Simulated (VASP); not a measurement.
# EuRu3 (Pm-3m) in VASP: a series of runs

Runs on EuRu3. Level: PBE+U. Tasks: single point.

Program: VASP 6.6.1. These are calculated values, not measurements. Logs are shortened: lines on timing, memory, paths and dates and some standing lists are left out, and cuts for length are marked.

**1. The cell of the first run**

Symmetry: Pm-3m, No. 221, cubic system. Conventional cell: a = 4.059 Å, b = 4.059 Å, c = 4.059 Å, α = 90.00°, β = 90.00°, γ = 90.00°. Within 3.8 Å of Eu (site symmetry m-3m) lie 12 Ru at 2.87 Å. Within 3.8 Å of Ru (site symmetry 4/mmm) lie 4 Eu at 2.87 Å and 8 Ru at 2.87 Å.

**2. Single point, PBE+U, collinear spin, ferrimagnetic start (16.72 Å³/atom)**

Contents of INCAR:

```
PREC     = Accurate       # precision mode
ENCUT    = 520            # plane-wave cutoff, eV
EDIFF    = 1E-7           # SCF threshold, eV
ISMEAR   = 0              # smearing method
SIGMA    = 0.05           # smearing width, eV
LREAL    = F              # projectors in reciprocal space
LASPH    = T              # aspherical terms in the spheres
NELM     = 150            # most SCF steps
ALGO     = Normal         # electronic algorithm
ISIF     = 2              # what is computed and relaxed
LWAVE    = F              # write WAVECAR
LCHARG   = F              # write CHGCAR
ISPIN    = 2              # spin polarisation
MAGMOM   = 7.24 -0.67 -0.67 -0.67 # initial moments
LORBIT   = 11             # projections on sites
LMAXMIX  = 6              # l up to which the mixer works
LDAU     = T              # DFT+U
LDAUTYPE = 2            
LDAUL    = 3 -1           # shell
LDAUU    = 6 0            # U, eV
LDAUJ    = 0 0          
LDAUPRINT= 1            
GGA      = PE             # functional
NBANDS   = 42             # bands
```

Contents of KPOINTS:

```
Automatic mesh
0
Gamma
  8 8 8
```

Contents of POSCAR:

```
EuRu3
1.0
    4.0594968613      0.0000000000      0.0000000000
    0.0000000000      4.0594968613      0.0000000000
    0.0000000000      0.0000000000      4.0594968613
Eu Ru
1 3
Direct
    0.0000000000      0.0000000000      0.0000000000
    0.0000000000      0.5000000000      0.5000000000
    0.5000000000      0.5000000000      0.0000000000
    0.5000000000      0.0000000000      0.5000000000
```

Potentials or basis: VASP PAW PBE potentials, release 64 (Eu, Ru_pv).

Launch:

```console
> cat potpaw_PBE.64/Eu/POTCAR potpaw_PBE.64/Ru_pv/POTCAR > POTCAR
> mpirun -np 1 vasp_std > vasp.out
```

OUTCAR:

```text
PREC = Accurate
   ENCUT = 520
   EDIFF = 1E-7
   ISMEAR = 0
   LREAL = F
   LASPH = T
   NELM = 150
   ISIF = 2
   ISPIN = 2
   LORBIT = 11
   GGA = PE

 ion  position               nearest neighbor table
   1  0.000  0.000  0.000-   2 2.87   3 2.87   4 2.87   2 2.87   4 2.87   2 2.87   3 2.87   2 2.87
                             3 2.87   4 2.87   4 2.87   3 2.87
   2  0.000  0.500  0.500-   1 2.87   3 2.87   4 2.87   1 2.87   3 2.87   1 2.87   4 2.87   1 2.87
                             3 2.87   4 2.87   3 2.87   4 2.87
   3  0.500  0.500  0.000-   1 2.87   2 2.87   4 2.87   2 2.87   4 2.87   1 2.87   4 2.87   4 2.87
                             1 2.87   2 2.87   2 2.87   1 2.87
   4  0.500  0.000  0.500-   1 2.87   2 2.87   3 2.87   1 2.87   3 2.87   2 2.87   3 2.87   3 2.87
                             1 2.87   2 2.87   1 2.87   2 2.87

  LATTYP: Found a simple cubic cell.
 ALAT       =     4.0594968613

  Lattice vectors:

 A1 = (   4.0594968613,   0.0000000000,   0.0000000000)
 A2 = (   0.0000000000,   4.0594968613,   0.0000000000)
 A3 = (   0.0000000000,   0.0000000000,   4.0594968613)

Analysis of symmetry for initial positions (statically):
=====================================================================
 Subroutine PRICEL returns:
 Original cell was already a primitive cell.

 Routine SETGRP: Setting up the symmetry group for a
 simple cubic supercell.

 Subroutine GETGRP returns: Found 48 space group operations
 (whereof 48 operations were pure point group operations)
 out of a pool of 48 trial point group operations.

The static configuration has the point symmetry O_h .

Analysis of symmetry for dynamics (positions and initial velocities):
=====================================================================
 Subroutine PRICEL returns:
 Original cell was already a primitive cell.

 Routine SETGRP: Setting up the symmetry group for a
 simple cubic supercell.

 Subroutine GETGRP returns: Found 48 space group operations
 (whereof 48 operations were pure point group operations)
 out of a pool of 48 trial point group operations.

The dynamic configuration has the point symmetry O_h .
[... 195 lines left out ...]
  o =  0.9765  v = -0.0002  0.0000 -0.0002  0.9993  0.0224 -0.0000 -0.0290  0.0000  0.0000  0.0000  0.0000  0.0000  0.0000  0.0000      0.0000  0.0000  0.0000  0.0000  0.0000  0.0000  0.0000  0.0000  0.0000  0.0000  0.0000  0.0000  0.0000  0.0000
  o =  0.9765  v = -0.0004  0.0000 -0.0003  0.0366 -0.6120  0.0000  0.7900  0.0000  0.0000  0.0000  0.0000  0.0000  0.0000  0.0000      0.0000  0.0000  0.0000  0.0000  0.0000  0.0000  0.0000  0.0000  0.0000  0.0000  0.0000  0.0000  0.0000  0.0000
  o =  0.9765  v =  0.7906 -0.0000  0.6124  0.0003 -0.0003  0.0000  0.0004  0.0000  0.0000  0.0000  0.0000  0.0000  0.0000  0.0000      0.0000  0.0000  0.0000  0.0000  0.0000  0.0000  0.0000  0.0000  0.0000  0.0000  0.0000  0.0000  0.0000  0.0000
  o =  0.9838  v = -0.0000 -1.0000 -0.0000  0.0000  0.0000 -0.0000  0.0000  0.0000  0.0000  0.0000  0.0000  0.0000  0.0000  0.0000      0.0000  0.0000  0.0000  0.0000  0.0000  0.0000  0.0000  0.0000  0.0000  0.0000  0.0000  0.0000  0.0000  0.0000

 number of electron      59.0000038 magnetization       4.9175196

 Free energy of the ion-electron system (eV)
  ---------------------------------------------------
  ext. energy  EPLUGINS =         0.00000000
  ---------------------------------------------------
  free energy    TOTEN  =       -35.36976372 eV

  energy without entropy =      -35.36403468  energy(sigma->0) =      -35.36689920

 E-fermi :   8.4764     XC(G=0): -12.9544

 val. band max:        8.4735238535   @ k =   0.2500   0.2500   0.1250
 cond. band min:       8.4822768762   @ k =   0.5000   0.3750   0.3750
 fundamental gap:      0.0087530227
 Fermi energy:         8.4763503593

 spin component 1

 k-point     1 :       0.0000    0.0000    0.0000
  band No.  band energies     occupation
      1     -33.5831      1.00000
      2     -33.5831      1.00000
      3     -33.5831      1.00000
      4     -33.3153      1.00000
      5     -33.3153      1.00000
      6     -33.3153      1.00000
[... 2105 lines left out ...]
     40      17.1673      0.00000
     41      17.3340      0.00000

 [... further k-points ...]

 [bands above 41 left out]

------------------------ aborting loop because EDIFF is reached ----------------------------------------

  FORCE on cell =-STRESS in cart. coord.  units (eV):
  Direction    XX          YY          ZZ          XY          YZ          ZX
  --------------------------------------------------------------------------------------
  -------------------------------------------------------------------------------------
  Total        1.0860079      1.0860079      1.0860079      0.0000000      0.0000000     -0.0000000
  in kB       26.0091963     26.0091963     26.0091963      0.0000000      0.0000000     -0.0000000
  external PRESSURE =      26.0091963 kB  Pullay stress =       0.0000000 kB

 VOLUME and BASIS-vectors are now :
 -----------------------------------------------------------------------------
  energy-cutoff  :      520.00
  volume of cell :       66.90
      direct lattice vectors                 reciprocal lattice vectors
     4.059496861  0.000000000  0.000000000     0.246335946  0.000000000  0.000000000
     0.000000000  4.059496861  0.000000000     0.000000000  0.246335946  0.000000000
     0.000000000  0.000000000  4.059496861     0.000000000  0.000000000  0.246335946

 POSITION                                       TOTAL-FORCE (eV/Angst)
 -----------------------------------------------------------------------------------
      0.00000      0.00000      0.00000         0.000000      0.000000      0.000000
      0.00000      2.02975      2.02975         0.000000      0.000000      0.000000
      2.02975      2.02975      0.00000         0.000000      0.000000      0.000000
      2.02975      0.00000      2.02975         0.000000      0.000000      0.000000
 -----------------------------------------------------------------------------------
    total drift:                                0.000000      0.000000     -0.000000

  FREE ENERGIE OF THE ION-ELECTRON SYSTEM (eV)
  ---------------------------------------------------
  free  energy   TOTEN  =       -35.3697637244 eV

  energy  without entropy=      -35.3640346796  energy(sigma->0) =      -35.36689920

 total charge

# of ion       s       p       d       f       tot
--------------------------------------------------
    1        2.091   5.752   0.744   6.515  15.102
    2        0.373   6.158   6.024   0.000  12.555
    3        0.373   6.158   6.024   0.000  12.555
    4        0.373   6.158   6.024   0.000  12.555
--------------------------------------------------
tot          3.210  24.225  18.817   6.515  52.768

 magnetization (x)

# of ion       s       p       d       f       tot
--------------------------------------------------
    1        0.001  -0.099   0.114   6.428   6.444
    2       -0.002   0.003  -0.579   0.000  -0.579
    3       -0.002   0.003  -0.579   0.000  -0.579
    4       -0.002   0.003  -0.579   0.000  -0.579
--------------------------------------------------
tot         -0.005  -0.092  -1.623   6.428   4.708
```

OSZICAR:

```text
N       E                     dE             d eps       ncg     rms          rms(c)
DAV:   1     0.571603247334E+03    0.57160E+03   -0.29800E+04  9140   0.575E+03
DAV:   2     0.236104478491E+02   -0.54799E+03   -0.50684E+03  8400   0.791E+02
DAV:   3    -0.281434461119E+02   -0.51754E+02   -0.47954E+02  8664   0.167E+02
[... 14 lines left out ...]
DAV:  18    -0.353697120903E+02    0.62676E-03   -0.10712E-03  8302   0.153E+00    0.125E+00
DAV:  19    -0.353697604642E+02   -0.48374E-04   -0.28132E-04  8752   0.460E-01    0.287E-01
DAV:  20    -0.353697636198E+02   -0.31557E-05   -0.45064E-05 10538   0.148E-01    0.671E-02
DAV:  21    -0.353697637540E+02   -0.13424E-06   -0.86813E-06  9356   0.629E-02    0.171E-02
DAV:  22    -0.353697638227E+02   -0.68701E-07   -0.22959E-06  8200   0.111E-02    0.180E-02
DAV:  23    -0.353697637244E+02    0.98316E-07   -0.12351E-07  4852   0.155E-02
   1 F= -.35369764E+02 E0= -.35366899E+02  d E =-.572904E-02  mag=     4.9177
```

Wall time 3.6 min (1 thread of Intel Xeon Platinum 8488C (Sapphire Rapids), shared host); peak memory 0.3 GiB.

What came out:

```
Free energy                                           : -35.3698 eV
Pressure                                              : 2.6 GPa
Net moment                                            : 4.92 μB per cell
Site moments                                          : Eu +6.44; Ru -0.58 μB
Valence electrons inside the program's atomic spheres : Eu 15.10; Ru 12.55
```

Eigenvalues of the final occupation matrices:
```csv
site,spin,trace,eigenvalues
site 1 f,1,6.48,0.86 0.86 0.86 0.98 0.98 0.98 0.98
site 1 f,2,0.05,0.00 0.00 0.00 0.01 0.01 0.01 0.01
```

Caveat: spin-orbit coupling is left out, which moves the levels of the heavy elements.

**3. Single point, PBE+U, collinear spin, ferrimagnetic start (17.07 Å³/atom)**

This run uses another cell than the first one, of 17.07 Å³/atom.

Contents of INCAR:

```
SYSTEM = EuRu3
  ALGO = Normal
  EDIFF = 1E-7
  ENCUT = 520
  GGA = PE
  ISIF = 2
  ISMEAR = 0
  ISPIN = 2
  LASPH = .True.
  LCHARG = .False.
  LDAU = .True.
  LDAUJ = 0 0
  LDAUL = 3 -1
  LDAUPRINT = 1
  LDAUTYPE = 2
  LDAUU = 6 0
  LMAXMIX = 6
  LORBIT = 11
  LREAL = .False.
  LWAVE = .False.
  MAGMOM = 7.25 -0.69 -0.69 -0.69
  NBANDS = 42
  NELM = 150
  PREC = Accurate
  SIGMA = 0.05
```

Contents of KPOINTS:

```
k-points
0
Gamma
  8 8 8
  0 0 0
```

Contents of POSCAR:

```
EuRu3
1.0
    4.0869267262      0.0000000000      0.0000000000
    0.0000000000      4.0869267262      0.0000000000
    0.0000000000      0.0000000000      4.0869267262
Eu Ru
1 3
Direct
    0.0000000000      0.0000000000      0.0000000000
    0.0000000000      0.5000000000      0.5000000000
    0.5000000000      0.5000000000      0.0000000000
    0.5000000000      0.0000000000      0.5000000000
```

Potentials or basis: VASP PAW PBE potentials, release 64 (Eu, Ru_pv).

Launch:

```console
> cat potpaw_PBE.64/Eu/POTCAR potpaw_PBE.64/Ru_pv/POTCAR > POTCAR
> mpirun -np 1 vasp_std > vasp.out
```

OUTCAR:

```text
SYSTEM = EuRu3
   EDIFF = 1E-7
   ENCUT = 520
   GGA = PE
   ISIF = 2
   ISMEAR = 0
   ISPIN = 2
   LASPH = .True.
   LORBIT = 11
   LREAL = .False.
   NELM = 150
   PREC = Accurate

 ion  position               nearest neighbor table
   1  0.000  0.000  0.000-   2 2.89   3 2.89   4 2.89   2 2.89   4 2.89   2 2.89   3 2.89   2 2.89
                             3 2.89   4 2.89   4 2.89   3 2.89
   2  0.000  0.500  0.500-   1 2.89   3 2.89   4 2.89   1 2.89   3 2.89   1 2.89   4 2.89   1 2.89
[... 2397 lines left out ...]
     0.000000000  4.086926726  0.000000000     0.000000000  0.244682635  0.000000000
     0.000000000  0.000000000  4.086926726     0.000000000  0.000000000  0.244682635

 POSITION                                       TOTAL-FORCE (eV/Angst)
 -----------------------------------------------------------------------------------
      0.00000      0.00000      0.00000         0.000000      0.000000      0.000000
      0.00000      2.04346      2.04346         0.000000      0.000000      0.000000
      2.04346      2.04346      0.00000         0.000000      0.000000      0.000000
      2.04346      0.00000      2.04346         0.000000      0.000000      0.000000
 -----------------------------------------------------------------------------------
    total drift:                                0.000000      0.000000     -0.000000

  FREE ENERGIE OF THE ION-ELECTRON SYSTEM (eV)
  ---------------------------------------------------
  free  energy   TOTEN  =       -35.3795436782 eV

  energy  without entropy=      -35.3740708876  energy(sigma->0) =      -35.37680728

 total charge

# of ion       s       p       d       f       tot
--------------------------------------------------
    1        2.088   5.751   0.714   6.520  15.073
    2        0.367   6.151   6.011   0.000  12.529
    3        0.367   6.151   6.011   0.000  12.529
    4        0.367   6.151   6.011   0.000  12.529
--------------------------------------------------
tot          3.190  24.203  18.746   6.520  52.659

 magnetization (x)

# of ion       s       p       d       f       tot
--------------------------------------------------
    1        0.001  -0.100   0.111   6.439   6.451
    2       -0.002   0.002  -0.595   0.000  -0.595
    3       -0.002   0.002  -0.595   0.000  -0.595
    4       -0.002   0.002  -0.595   0.000  -0.595
--------------------------------------------------
tot         -0.006  -0.092  -1.674   6.439   4.667
```

stdout:

```text
POSCAR found type information on POSCAR EuRu
 POSCAR found :  2 types and       4 ions
 scaLAPACK will be used
 LDA part: xc-table for (Slater+PW92), standard interpolation
 POSCAR, INCAR and KPOINTS ok, starting setup
 FFT: planning ... GRIDC
 FFT: planning ... GRID_SOFT
 FFT: planning ... GRID
 WAVECAR not read
 entering main loop
```

Run time: 8.9 min. Hardware: 1 thread of Intel Xeon 8259CL, shared host; peak memory 0.28 GiB.

Results:

```yaml
Free_energy: -35.3795 eV
Pressure: -0.5 GPa
Net_moment: 4.88 μB per cell
Site_moments: Eu +6.45; Ru -0.59 μB
Valence_electrons_inside_the_program's_atomic_spheres: Eu 15.07; Ru 12.53
```

Eigenvalues of the final occupation matrices:
```
    site  spin  trace                         eigenvalues
site 1 f     1   6.49  0.86 0.86 0.86 0.98 0.98 0.98 0.98
site 1 f     2   0.04  0.00 0.00 0.00 0.01 0.01 0.01 0.01
```

Caveat: spin-orbit coupling is left out, which moves the levels of the heavy elements.

**4. Single point, PBE+U, collinear spin, ferromagnetic start**

This run uses another cell than the first one, of 17.07 Å³/atom.

Contents of INCAR:

```
SYSTEM = EuRu3
PREC = Accurate
ENCUT = 520
EDIFF = 1E-6
ISMEAR = 0
SIGMA = 0.05
LREAL = .False.
LASPH = .True.
NELM = 150
ALGO = Normal
ISIF = 2
LWAVE = .False.
LCHARG = .False.
ISPIN = 2
MAGMOM = 6.75 0 0 0
LORBIT = 11
LMAXMIX = 6
LDAU = .True.
LDAUTYPE = 2
LDAUL = 3 -1
LDAUU = 6 0
LDAUJ = 0 0
LDAUPRINT = 1
GGA = PE
NBANDS = 42
```

Contents of KPOINTS:

```
regular mesh
0
Gamma
  8 8 8
  0 0 0
```

POSCAR is that of step 3.

Launch:

```console
> cat potpaw_PBE.64/Eu/POTCAR potpaw_PBE.64/Ru_pv/POTCAR > POTCAR
> mpirun -np 1 vasp_std > vasp.out
```

Run time: 10 min. Hardware: 1 thread of Intel Xeon 8259CL, shared host; peak memory 0.28 GiB.

The run converged. Its results:

- Free energy: -35.3795 eV
- Pressure: -0.4 GPa
- Net moment: 4.89 μB per cell
- Site moments: Eu +6.45; Ru -0.59 μB
- Valence electrons inside the program's atomic spheres: Eu 15.07; Ru 12.53

Levels at points of the mesh, in eV from the Fermi level:
Spin up:
```tsv
k point	band 30	band 31	band 32	band 33	band 34	band 35
(0.00, 0.00, 0.00)	-0.83	0.83	0.83	1.68	2.06	2.06
(0.50, 0.00, 0.00)	-1.03	-0.22	0.03	0.40	0.42	0.42
(0.50, 0.50, 0.00)	-0.96	-0.96	-0.52	0.02	0.03	0.03
(0.50, 0.50, 0.50)	-0.83	-0.31	-0.31	1.11	1.70	1.70
```
Spin down:
| k point | band 24 | band 25 | band 26 | band 27 | band 28 | band 29 | band 30 | band 31 |
| --- | --- | --- | --- | --- | --- | --- | --- | --- |
| (0.00, 0.00, 0.00) | 0.28 | 0.28 | 1.22 | 1.70 | 1.70 | 1.70 | 4.54 | 4.54 |
| (0.50, 0.00, 0.00) | -0.65 | -0.45 | -0.35 | -0.35 | -0.35 | 0.48 | 1.70 | 3.89 |
| (0.50, 0.50, 0.00) | -1.42 | -0.93 | -0.77 | -0.77 | -0.30 | -0.08 | 0.33 | 3.93 |
| (0.50, 0.50, 0.50) | -0.69 | -0.69 | 0.81 | 1.31 | 1.31 | 1.31 | 3.55 | 3.55 |

Eigenvalues of the final occupation matrices:
```csv
site,spin,trace,eigenvalues
site 1 f,1,6.49,0.86 0.86 0.86 0.98 0.98 0.98 0.98
site 1 f,2,0.04,0.00 0.00 0.00 0.01 0.01 0.01 0.01
```

Caveat: spin-orbit coupling is left out, which moves the levels of the heavy elements. The state reached can hang on the start; a lower one may exist.

**5. Summary**

| spin | cell | gap on the mesh (eV) | pressure (GPa) | moment (μB) |
| --- | --- | --- | --- | --- |
| collinear, ferrimagnetic start | a = 4.059 Å, 4 atoms | none | 2.6 | 4.92 |
| collinear, ferrimagnetic start | a = 4.087 Å, 4 atoms | none | -0.5 | 4.88 |
| collinear, ferromagnetic start | a = 4.087 Å, 4 atoms | none | -0.4 | 4.89 |

Alike in all rows: task single point; level PBE+U; potentials or basis VASP PAW PBE potentials, release 64 (Eu, Ru_pv); Eu f U = 6.0 eV; k mesh 8 × 8 × 8; cutoff (eV) 520; smearing gaussian 0.05 eV.

Caveats: spin-orbit coupling is left out, which moves the levels of the heavy elements.

Absolute energies hang on the potentials; compare differences alone.
